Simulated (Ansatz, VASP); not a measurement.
## Ga2O3 in VASP and in Ansatz

```
Ga O
1.0
     6.10700   -1.51855    0.00000
     6.10700    1.51855    0.00000
    -1.38599    0.00000    5.63001
Ga O
4 6
Direct
  0.34134 0.34134 0.68598
  0.65866 0.65866 0.31402
  0.90950 0.90950 0.20540
  0.09050 0.09050 0.79460
  0.50410 0.50410 0.74340
  0.49590 0.49590 0.25660
  0.82670 0.82670 0.43680
  0.17330 0.17330 0.56320
  0.83550 0.83550 0.89020
  0.16450 0.16450 0.10980
```

Alike in both runs: task relaxation of cell and atoms; functional LDA; k mesh 7 × 7 × 4; occupations fermi-dirac, width 0.05 eV; no spin polarisation.

```csv
,VASP,Ansatz
version,VASP 6.6.1,Ansatz 0.2.0
potentials or method,"VASP PAW LDA potentials, release 64 (Ga_d, O), cutoff 600 eV","all-electron LAPW, scalar-relativistic"
```

|  | VASP | Ansatz | Ansatz less VASP |
| --- | --- | --- | --- |
| relaxed volume (Å³/atom) | 10.29 | 10.24 | -0.052 |
| relaxed length of the cell vector where the two differ most in proportion (Å) | 5.763 | 5.752 | -0.0111 |

LDA's correlation is that of Perdew and Zunger in VASP and of Perdew and Wang (1992) in Ansatz. Ansatz ran all-electron here, and VASP with PAW potentials.

Noted on Ansatz's run: the k mesh is thin for a metal, which can move the energy by tens of meV per atom.
